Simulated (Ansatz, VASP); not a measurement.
# Two plane-wave programs on Ca

The input INCAR:

```
ALGO = Normal
EDIFF = 1E-6
EDIFFG = -0.005
ENCUT = 600
GGA = PE
IBRION = 2
ISIF = 3
ISMEAR = -1
LASPH = True
LCHARG = False
LREAL = False
LWAVE = False
NELM = 60
NSW = 100
PREC = Accurate
SIGMA = 0.05
```

The input KPOINTS:

```
k-points
0
Gamma
  13 13 13
```

The input POSCAR:

```
Ca
1.0
    3.2195088072      0.0000000000      0.0000000000
    0.0000000000      3.2195088072      0.0000000000
    0.0000000000      0.0000000000      3.2195088072
Ca
1
Direct
    0.0000000000      0.0000000000      0.0000000000
```

Input for Ansatz:

```yaml
crystal:
  lattice:
    - [3.2195088072, 0.0, 0.0]
    - [0.0, 3.2195088072, 0.0]
    - [0.0, 0.0, 3.2195088072]
  atoms:
    - { symbol: Ca, position: [0.0, 0.0, 0.0] }
kpoints:
  mp_grid: { grid: [13, 13, 13] }
scf:
  occupations: { method: fermi_dirac, width: 0.05 }
hamiltonian:
  xc: pbe
  pseudopotentials: { kind: paw }
output:
  forces: true
  stress: true
relax:
  f_tol: 0.005
  max_steps: 80
  cell: {}
```

Alike in both runs: task relaxation of cell and atoms; functional PBE; k mesh 13 × 13 × 13; occupations fermi-dirac, width 0.05 eV; no spin polarisation.

|  | VASP | Ansatz |
| --- | --- | --- |
| version | VASP 6.6.1 | Ansatz 0.2.0 |
| potentials or method | VASP PAW PBE potentials, release 64 (Ca_sv) | PAW with Ansatz's default frozen-core files, scalar-relativistic |
| plane-wave cutoff (eV) | 600 | 420 |
| valence electrons in the cell | 10 | 10 |

```tsv
	VASP	Ansatz	Ansatz less VASP
relaxed volume (Å³/atom)	43.64	43.62	-0.024
relaxed length of the cell vector where the two differ most in proportion (Å)	3.521	3.520	-0.0007
```

Noted on VASP's run: the volume moved by over 15 % at a fixed basis, so the end points are rough.
